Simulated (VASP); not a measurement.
Write the native input for VASP 6.6.1 that does the following.

| Item | Value |
| --- | --- |
| Task | relaxation of cell and atoms |
| Functional | r2SCAN |
| Potentials or basis | VASP PAW PBE potentials, release 64 (Mo_sv) |
| Cutoff | 600 eV |
| k mesh | 20 × 20 × 20 |
| Occupations | fermi-dirac, width 0.1 eV |
| Spin | no spin polarisation |
| Target pressure | 22 GPa |
| Dipole correction | no |
| Further INCAR settings | ALGO = Normal; EDIFF = 1e-06; IBRION = 2; EDIFFG = -0.002; NSW = 80; ISIF = 3 |

The system is Mo.

```xyz
1
Lattice="-1.5377 1.5377 1.5377 1.5377 -1.5377 1.5377 1.5377 1.5377 -1.5377" Properties=species:S:1:pos:R:3 pbc="T T T"
Mo    0.0000    0.0000    0.0000
```

The input as run:

POSCAR

```
Mo
1.0
   -1.5376638691      1.5376638691      1.5376638691
    1.5376638691     -1.5376638691      1.5376638691
    1.5376638691      1.5376638691     -1.5376638691
Mo
1
Direct
    0.0000000000      0.0000000000      0.0000000000
```

INCAR.step1

```
PREC = Accurate
ENCUT = 600
ISMEAR = -1
SIGMA = 0.1
LREAL = False
LASPH = True
NELM = 80
GGA = PE
ALGO = Normal
EDIFF = 1E-4
LWAVE = True
LCHARG = False
```

INCAR.step2

```
PREC = Accurate
ENCUT = 600
EDIFF = 1E-6
ISMEAR = -1
SIGMA = 0.1
LREAL = False
LASPH = True
NELM = 80
ALGO = Normal
ISIF = 3
LWAVE = False
LCHARG = False
METAGGA = R2SCAN
LMIXTAU = True
IBRION = 2
NSW = 80
EDIFFG = -0.002
PSTRESS = 220.0
ISTART = 1
```

KPOINTS

```
Automatic mesh
0
Gamma
  20 20 20
```

Potentials or basis: VASP PAW PBE potentials, release 64 (Mo_sv).

Run with:

```console
$ cat potpaw_PBE.64/Mo_sv/POTCAR > POTCAR
$ cp INCAR.step1 INCAR
$ mpirun -np 1 vasp_std > vasp.out
$ cp INCAR.step2 INCAR
$ mpirun -np 1 vasp_std > vasp.out
```

Results of the run:

The relaxed volume is 14.65 Å³/atom. The relaxed cell is a = 2.670 Å, b = 2.670 Å, c = 2.670 Å, α = 109.47°, β = 109.47°, γ = 109.47°. The space group after relaxing (to 0.1 Å) is Im-3m (No. 229). The energy change on relaxing (the run minimises the enthalpy) is -15.1 meV/atom. The ionic steps are 3, the pressure after relaxing is 22.0 GPa and the band gap on the k mesh is zero (bands 7 and 8 overlap by 6.09 eV).

Caveat: the cell is relaxed towards a set pressure, so the run minimises the enthalpy, not the energy; the PAW data sets were made with another functional, which shifts forces and pressure a little.

It took 2.2 min on 1 thread of Intel(R) Xeon(R) 6975P-C (Granite Rapids), on a shared host, peak memory 0.19 GiB.
